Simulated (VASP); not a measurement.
Here is a VASP 6.6.1 calculation.

The input INCAR:

```
ALGO     = Fast           # electronic algorithm
EDIFF    = 1E-7           # SCF threshold, eV
ENCUT    = 520            # plane-wave cutoff, eV
GGA      = PS             # functional
ISIF     = 2              # what is computed and relaxed
ISMEAR   = 0              # smearing method
LASPH    = True           # aspherical terms in the spheres
LCHARG   = False          # write CHGCAR
LREAL    = False          # projectors in reciprocal space
LWAVE    = False          # write WAVECAR
NBANDS   = 11             # bands
NELM     = 80             # most SCF steps
PREC     = Accurate       # precision mode
SIGMA    = 0.15           # smearing width, eV
```

KPOINTS

```
k-points
0
Gamma
  20 20 20
```

File POSCAR:

```
Pt
1.0
   -1.6189588721      1.5019257007      1.5604422864
    1.5019257007     -1.6189588721      1.5604422864
    1.6189588721      1.6189588721     -1.6774754579
Pt
1
Direct
    0.0000000000      0.0000000000      0.0000000000
```

Potentials or basis: VASP PAW PBE potentials, release 64 (Pt).

Run with:

```console
$ cat potpaw_PBE.64/Pt/POTCAR > POTCAR
$ mpirun -np 1 vasp_std > vasp.out
```

Estimate the band gap on the k mesh.

zero (band 5 reaches 12.20 eV, above the bottom of band 6 at 9.48 eV).

What does it give for the pressure?

4.2 GPa.

Stress tensor (GPa, compression positive):
```
 4.63  5.15 13.37
 5.15  4.63 13.37
13.37 13.37  3.26
```

Caveat: the cell differs from its parent crystal (engineering shear strain xz -0.0750, engineering shear strain yz -0.0750); the PAW data sets were made with another functional, which shifts forces and pressure a little; spin-orbit coupling is left out, which moves the levels of the heavy elements.
